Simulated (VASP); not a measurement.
# Mg3H: single point with PBE

The system is Mg3H.

```
Mg H
1.0
     5.60737    0.00000    0.00000
    -2.80368    4.85612    0.00000
     0.00000    0.00000    5.08877
Mg H
6 2
Direct
  0.33584 0.33584 0.25000
  0.00000 0.33584 0.75000
  0.66416 0.00000 0.25000
  0.66416 0.66416 0.75000
  0.00000 0.66416 0.25000
  0.33584 0.00000 0.75000
  0.00000 0.00000 0.00000
  0.00000 0.00000 0.50000
```

* Program: VASP 6.6.1
* Task: single point
* Functional: PBE
* Potentials or basis: VASP PAW PBE potentials, release 64 (Mg, H)
* Cutoff: 520 eV
* k mesh: 12 × 12 × 8
* Occupations: gaussian, width 0.1 eV
* Spin: no spin polarisation

```json
{
 "Pressure": "-0.2 GPa",
 "Band gap on the k mesh": "zero (bands 7 and 8 overlap by 1.98 eV)"
}
```

Levels at points of the mesh, in eV from the Fermi level:
| k point | band 5 | band 6 | band 7 | band 8 | band 9 | band 10 |
| --- | --- | --- | --- | --- | --- | --- |
| (0.00, 0.00, 0.00) | -1.18 | -1.18 | -0.84 | -0.84 | -0.77 | 0.67 |
| (0.50, 0.00, 0.00) | -2.53 | -0.24 | -0.03 | 0.41 | 1.74 | 1.85 |
| (0.00, 0.00, 0.50) | -0.17 | -0.17 | -0.17 | -0.17 | 0.58 | 0.58 |
| (0.50, 0.00, 0.50) | -1.98 | -1.98 | -1.07 | -1.07 | 2.95 | 2.95 |

Wall time 3 min on 1 thread of Intel(R) Xeon(R) Platinum 8259CL CPU @ 2.50GHz (Skylake/Cascade Lake), with other jobs on the host, peak memory 0.38 GiB.
